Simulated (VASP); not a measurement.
Write the native input for VASP 6.6.1 that does the following.

```
Task                   : single point
Functional             : LDA
Potentials or basis    : VASP PAW LDA potentials, release 64 (Rh_sv_GW)
Cutoff                 : 620 eV
k mesh                 : 18 × 18 × 6
Occupations            : gaussian, width 0.15 eV
Spin                   : no spin polarisation
Dipole correction      : no
Further INCAR settings : ALGO = Normal; EDIFF = 1e-06; NBANDS = 42
```

The structure of Rh lies in POSCAR:

```
Rh
1.0
    3.0469446963      0.0000000000      0.0000000000
   -1.5234723482      2.1324558973      0.0000000000
    0.0000000000      0.0000000000      8.0315990299
Rh
4
Direct
    0.0000000000      0.0000000000      0.0000000000
    0.3333333333      0.6666666667      0.2500000000
    0.0000000000      0.0000000000      0.5000000000
    0.6666666667      0.3333333333      0.7500000000
```

This cell differs from its parent crystal: strain +e along x and -e along y +0.1100, strain +e along z and -e/2 along x and y -0.0733.

One way to write it, as run:

INCAR

```
ALGO = Normal
EDIFF = 1E-6
ENCUT = 620
GGA = CA
GGA_COMPAT = F
ISIF = 2
ISMEAR = 0
LASPH = T
LCHARG = F
LREAL = F
LWAVE = F
NBANDS = 42
NELM = 120
PREC = Accurate
SIGMA = 0.15
```

KPOINTS

```
k-points
0
Gamma
  18 18 6
```

Potentials or basis: VASP PAW LDA potentials, release 64 (Rh_sv_GW).

Run with:

```console
$ cat potpaw_LDA.64/Rh_sv_GW/POTCAR > POTCAR
$ mpirun -np 1 vasp_std > vasp.out
```

It gave:

- Pressure: 15.9 GPa
- Largest force: 1.284 eV/Å
- Band gap on the k mesh: zero (bands 34 and 35 overlap by 2.19 eV)

Caveat: the cell differs from its parent crystal (strain +e along x and -e along y +0.1100, strain +e along z and -e/2 along x and y -0.0733); the stress differs along the axes, from -3 to 29 GPa; forces of over 1 eV/Å act on the atoms, so gaps and moduli don't describe the material at rest.

Wall time 10 min on 1 thread of Intel(R) Xeon(R) 6975P-C (Granite Rapids), on a shared host, peak memory 0.84 GiB.
